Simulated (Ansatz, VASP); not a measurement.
## One calculation of Be2Cl3, two programs

```
CELL_PARAMETERS angstrom
3.34073 0.00000 0.00000
-1.67036 2.89316 0.00000
0.00000 0.00000 9.09796
ATOMIC_POSITIONS crystal
Be 0.33333 0.66667 0.17051
Be 0.66667 0.33333 0.82949
Cl 0.00000 0.00000 0.00000
Cl 0.33333 0.66667 0.70877
Cl 0.66667 0.33333 0.29123
```

Alike in both runs: functional PBE; k mesh 6 × 6 × 4; occupations gaussian, width 0.1 eV; no spin polarisation.

Ansatz relaxed the structure, and its values are those at the end. VASP's run is a single point on that final structure, the one shown.

```csv
,VASP,Ansatz
version,VASP 6.6.1,Ansatz 0.2.0
potentials or method,"VASP PAW PBE potentials, release 64 (Be, Cl), cutoff 520 eV","scalar-relativistic, plane waves, PAW"
valence electrons in the cell,25,25
```

VASP gave:

```
gap on the k mesh at the Fermi level (eV) : none
pressure (GPa)                            : 0.1
rms of the force components (eV/Å)        : 0.005
```

Q: Which values does Ansatz return?

A: gap on the k mesh at the Fermi level (eV): none; pressure (GPa): 0.0; rms of the force components (eV/Å): 0.002.

A gap of «none» marks a metal or a gap that the smearing closes.

The k mesh is coarse, so the values compare programs but aren't converged.
